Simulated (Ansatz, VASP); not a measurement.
# One calculation of MgS, two programs

```
CELL_PARAMETERS angstrom
0.00000 2.57876 2.57876
2.57876 0.00000 2.57876
2.57876 2.57876 0.00000
ATOMIC_POSITIONS crystal
Mg 0.00000 0.00000 0.00000
S 0.50000 0.50000 0.50000
```

Alike in both runs: task single point; functional BLYP; dispersion D3(BJ); k mesh 8 × 8 × 8; occupations gaussian, width 0.05 eV; no spin polarisation.

|  | VASP | Ansatz |
| --- | --- | --- |
| version | VASP 6.6.1 | Ansatz 0.2.0 |
| potentials or method | VASP PAW PBE potentials, release 64 (Mg, S), cutoff 600 eV | scalar-relativistic, plane waves, PAW |
| valence electrons in the cell | 8 | 16 |

Ansatz gave:

| Quantity | Value |
| --- | --- |
| gap on the k mesh at the Fermi level (eV) | 2.90 |
| least direct gap on the mesh (eV) | 4.09 |
| pressure (GPa) | -1.6 |

Q: What did VASP give for the same quantities?

A: gap on the k mesh at the Fermi level (eV): 2.90; least direct gap on the mesh (eV): 4.10; pressure (GPa): -1.8.

VASP's potentials were made for PBE, not for BLYP. VASP's potentials hold 8 valence electrons a cell and Ansatz's 16, so a difference there can come from the potentials and not from the codes.
